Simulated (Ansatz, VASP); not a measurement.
# Sc: VASP beside Ansatz

The input INCAR:

```
PREC = Accurate ; ENCUT = 500
EDIFF = 1E-6 ; ISMEAR = 0
SIGMA = 0.6 ; LREAL = F
LASPH = T ; NELM = 120
ALGO = Normal ; ISIF = 2
LWAVE = F ; LCHARG = F
NBANDS = 18 ; GGA_COMPAT = F
```

The input KPOINTS:

```
regular mesh
0
Gamma
  11 11 6
```

Contents of POSCAR:

```
Sc
1.0
    3.2269060027      0.0000000000      0.0000000000
   -1.6134530014      2.7945825740      0.0000000000
    0.0000000000      0.0000000000      5.0094253455
Sc
2
Direct
    0.3333333333      0.6666666667      0.2500000000
    0.6666666667      0.3333333333      0.7500000000
```

Input for Ansatz:

```yaml
crystal:
  lattice:
    - [3.2269060027, 0.0, 0.0]
    - [-1.6134530014, 2.794582574, 0.0]
    - [0.0, 0.0, 5.0094253455]
  atoms:
    - { symbol: Sc, position: [0.3333333333, 0.6666666667, 0.25] }
    - { symbol: Sc, position: [0.6666666667, 0.3333333333, 0.75] }
hamiltonian:
  xc: lda
  pseudopotentials:
    kind: paw
    azcp:
      Sc: "pseudopotentials/Sc.paw.azcp"
basis:
  ecutwfc: 420
  fft_grid_basis: typed
kpoints:
  mp_grid: { grid: [11, 11, 6], shift: [0, 0, 0] }
magnetization:
  spin_polarized: false
scf:
  occupations: { method: gaussian, width: 0.6 }
  lower_state_search: "off"
output:
  stress: true
```

Alike in both runs: task single point; functional LDA; k mesh 11 × 11 × 6; occupations gaussian, width 0.6 eV; no spin polarisation.

|  | VASP | Ansatz |
| --- | --- | --- |
| version | VASP 6.6.1 | Ansatz 0.2.0 |
| potentials or method | VASP PAW LDA potentials, release 64 (Sc_sv), cutoff 500 eV | plane waves (420 eV) with PAW, scalar-relativistic |
| valence electrons in the cell | 22 | 22 |

```csv
,VASP,Ansatz,Ansatz less VASP
pressure (GPa),0.7,0.7,-0.08
"traceless stress, the component that is largest in VASP (GPa)",0.70,0.70,-0.004
```

Ansatz warns that its potentials were made for another functional, while VASP's fit it. LDA's correlation is that of Perdew and Zunger in VASP and of Perdew and Wang (1992) in Ansatz.
